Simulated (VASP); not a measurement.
Here is a VASP 6.6.1 calculation.

Contents of INCAR:

```
SYSTEM = Mg
  ALGO = Normal
  EDIFF = 1E-6
  ENCUT = 600
  GGA = PE
  GGA_COMPAT = .FALSE.
  ISIF = 2
  ISMEAR = 0
  LASPH = .TRUE.
  LCHARG = .FALSE.
  LREAL = .FALSE.
  LWAVE = .FALSE.
  NBANDS = 7
  NELM = 120
  PREC = Accurate
  SIGMA = 0.1
```

Contents of KPOINTS:

```
k-points
0
G
  16 16 16
  0 0 0
```

File POSCAR:

```
Mg
1.0
    0.0000000000      2.2564423101      2.2564423101
    2.2564423101      0.0000000000      2.2564423101
    2.2564423101      2.2564423101      0.0000000000
Mg
1
Direct
    0.0000000000      0.0000000000      0.0000000000
```

Potentials or basis: VASP PAW PBE potentials, release 64 (Mg).

Command:

```bash
$ cat potpaw_PBE.64/Mg/POTCAR > POTCAR
$ mpirun -np 1 vasp_std > vasp.out
```

What does it give for the pressure?

0.1 GPa.

What does it give for the band gap on the k mesh?

Zero (bands 1 and 2 overlap by 2.73 eV).

Caveat: the cell differs from its parent crystal (strained).
